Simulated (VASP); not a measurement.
A run of VASP 6.6.1:

The input INCAR:

```
PREC = Accurate
ENCUT = 520
EDIFF = 1E-7
ISMEAR = -1
SIGMA = 0.05
LREAL = False
LASPH = True
NELM = 100
ALGO = Normal
ISIF = 2
LWAVE = False
LCHARG = False
GGA = PE
NBANDS = 21
```

Contents of KPOINTS:

```
Automatic mesh
0
Gamma
  11 11 6
```

Contents of POSCAR:

```
AlNi
1.0
    3.4012288094      0.0000000000      0.0000000000
   -1.7006144047      2.9455505530      0.0000000000
    0.0000000000      0.0000000000      4.9156008888
Ni Al
2 2
Direct
    0.0000000000      0.0000000000      0.0000000000
    0.0000000000      0.0000000000      0.5000000000
    0.3333333333      0.6666666667      0.2500000000
    0.6666666667      0.3333333333      0.7500000000
```

Potentials or basis: VASP PAW PBE potentials, release 64 (Ni, Al).

The run is started by

```bash
$ cat potpaw_PBE.64/Ni/POTCAR potpaw_PBE.64/Al/POTCAR > POTCAR
$ mpirun -np 1 vasp_std > vasp.out
```

Hardware: 1 thread of Intel(R) Xeon(R) 6975P-C (Granite Rapids), on a shared host.

How long does it take, and how much memory?

Run time: 30 s on 1 thread of Intel(R) Xeon(R) 6975P-C (Granite Rapids), on a shared host, peak memory 0.21 GiB. Counts: scf iterations 15, k points 64.
